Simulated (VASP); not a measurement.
Input of a VASP 6.6.1 run:

File INCAR:

```
SYSTEM = InSb3
PREC = Accurate
ENCUT = 500
EDIFF = 1E-6
ISMEAR = 0
SIGMA = 0.01
LREAL = .FALSE.
LASPH = .TRUE.
NELM = 120
ALGO = Normal
ISIF = 2
LWAVE = .FALSE.
LCHARG = .FALSE.
GGA = PS
NBANDS = 22
GGA_COMPAT = .FALSE.
```

File KPOINTS:

```
regular mesh
0
G
  5 5 5
  0 0 0
```

Contents of POSCAR:

```
InSb3
1.0
    0.0000000000      3.5809627728      3.5809627728
    3.5809627728      0.0000000000      3.5809627728
    3.5809627728      3.5809627728      0.0000000000
In Sb
1 3
Direct
    0.0000000000      0.0000000000      0.0000000000
    0.5000000000      0.5000000000      0.5000000000
    0.2500000000      0.2500000000      0.2500000000
    0.7500000000      0.7500000000      0.7500000000
```

Potentials or basis: VASP PAW PBE potentials, release 64 (In_d, Sb).

Command:

```console
$ cat potpaw_PBE.64/In_d/POTCAR potpaw_PBE.64/Sb/POTCAR > POTCAR
$ mpirun -np 1 vasp_std > vasp.out
```

(1) Predict the pressure.

(2) Estimate the band gap on the k mesh.

Answers

(1) 10.1 GPa.

(2) zero (bands 14 and 15 overlap by 2.02 eV).

Caveat: the cell stands under pressure; the PAW data sets were made with another functional, which shifts forces and pressure a little; spin-orbit coupling is left out, which moves the levels of the heavy elements.
